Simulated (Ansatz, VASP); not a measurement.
## Nb2C3: VASP beside Ansatz

```
Nb C
1.0
     2.71874   -1.62841    0.00000
     2.71874    1.62841    0.00000
    -1.95141    0.00000    5.78350
Nb C
2 3
Cartesian
  0.9328 0.0000 4.1539
  2.5346 0.0000 1.6295
  -0.9720 0.0000 2.8868
  2.1452 0.7841 5.7804
  2.1452 -0.7841 5.7804
```

Change from the starting cell: the structure that the rattled cell fell into.

Alike in both runs: task relaxation of cell and atoms; functional PBE; k mesh 6 × 6 × 4; occupations gaussian, width 0.1 eV; no spin polarisation.

|  | VASP | Ansatz |
| --- | --- | --- |
| version | VASP 6.6.1 | Ansatz 0.2.0 |
| potentials or method | VASP PAW PBE potentials, release 64 (Nb_sv, C), cutoff 600 eV | scalar-relativistic, plane waves, PAW |
| valence electrons in the cell | 38 | 38 |

Ansatz gave:

* gap on the k mesh at the Fermi level, each at its own relaxed structure (eV): none
* relaxed volume (Å³/atom): 10.37
* relaxed length of the cell vector where the two differ most in proportion (Å): 3.225

Task: Estimate VASP's values.

Result: gap on the k mesh at the Fermi level, each at its own relaxed structure (eV): none; relaxed volume (Å³/atom): 10.36; relaxed length of the cell vector where the two differ most in proportion (Å): 3.223.

A gap of «none» marks a metal or a gap that the smearing closes.

The k mesh is coarse, so the values compare programs but aren't converged.
